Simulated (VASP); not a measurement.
Runs of VASP 6.6.1 on SiC (f.blda). The structure is that of space group F-43m (No. 216), or close to it. The cells are those of the table. 

```tsv
task	cell	k mesh	smearing	gap on the mesh (eV)	pressure (GPa)
single point	a = 3.061 Å, angles 60.0°, 2 atoms	10 × 10 × 10	gaussian 0.02 eV	1.29	0.2
relaxation of cell and atoms	relaxed from a = 3.083 Å, angles 60.0°, 2 atoms	10 × 10 × 10	gaussian 0.02 eV	1.29	0.0
single point	a = 3.061 Å, angles 60.0°, 2 atoms	12 × 12 × 12	gaussian 0.02 eV	1.29	0.2
single point	a = 3.083 Å, angles 60.0°, 2 atoms	8 × 8 × 8	gaussian 0.1 eV	(a)	-4.5
```

Alike in all rows: level LDA; potentials or basis VASP PAW LDA potentials, release 64 (Si, C); no spin polarisation; cutoff (eV) 600.

Q: Estimate the missing entries.

A: (a) 1.31.

A k mesh can miss the band edges.
